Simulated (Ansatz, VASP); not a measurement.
## Al2Cu in VASP and in Ansatz

```
Al Cu
1.0
     4.04244    0.00000    0.00000
     0.00000    4.04244    0.00000
     0.00000    0.00000    2.82158
Al Cu
2 1
Direct
  0.50000 0.00000 0.50000
  0.00000 0.50000 0.50000
  0.00000 0.00000 0.00000
```

Alike in both runs: functional LDA; k mesh 10 × 10 × 14; occupations gaussian, width 0.1 eV; no spin polarisation.

Ansatz relaxed the structure, and its values are those at the end. VASP's run is a single point on that final structure, the one shown.

```csv
,VASP,Ansatz
version,VASP 6.6.1,Ansatz 0.2.0
potentials or method,"VASP PAW LDA potentials, release 64 (Al, Cu), cutoff 520 eV","scalar-relativistic, plane waves, PAW"
valence electrons in the cell,17,25
```

Ansatz gave:

| Quantity | Value |
| --- | --- |
| gap on the k mesh at the Fermi level (eV) | none |
| pressure (GPa) | 0.0 |

Question: Which values does VASP return?

Answer: gap on the k mesh at the Fermi level (eV): none; pressure (GPa): 0.2.

Ansatz warns that its potentials were made for another functional, while VASP's fit it. LDA's correlation is that of Perdew and Zunger in VASP and of Perdew and Wang (1992) in Ansatz. A gap of «none» marks a metal or a gap that the smearing closes. VASP's potentials hold 17 valence electrons a cell and Ansatz's 25, so a difference there can come from the potentials and not from the codes.
